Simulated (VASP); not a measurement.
The system is I.

```
I
1.0
     3.61064   -2.37895    0.00000
     3.61064    2.37895    0.00000
     0.00000    0.00000    9.72771
I
4
Direct
  0.64930 0.35070 0.38440
  0.14930 0.85070 0.11560
  0.35070 0.64930 0.61560
  0.85070 0.14930 0.88440
```

Base run:

| Property | Result |
| --- | --- |
| Program | VASP 6.6.1 |
| Functional | PBE |
| Potentials or basis | VASP PAW PBE potentials, release 64 (I) |
| Cutoff | 520 eV |
| k mesh | 7 × 7 × 3 |
| Occupations | fermi-dirac, width 0.05 eV |
| Spin | no spin polarisation |

Its results: band gap on the k mesh 1.38 eV, indirect (least direct gap 1.47 eV); pressure 2.3 GPa; largest force 1.031 eV/Å.

Q: The run is repeated on the same cell with these changes: functional from PBE to r2SCAN. What comes out?

A: Band gap on the k mesh 1.62 eV, indirect (least direct gap 1.72 eV); pressure 1.8 GPa; largest force 0.815 eV/Å.

r2SCAN gives the wider gap, since meta-GGAs in the generalised Kohn-Sham scheme recover part of the derivative discontinuity.

Caveats: spin-orbit coupling is left out, which moves the levels of the heavy elements; forces of over 1 eV/Å act on the atoms, so gaps and moduli don't describe the material at rest (some runs); the PAW data sets were made with another functional, which shifts forces and pressure a little (some runs).

A k mesh can miss the band edges.
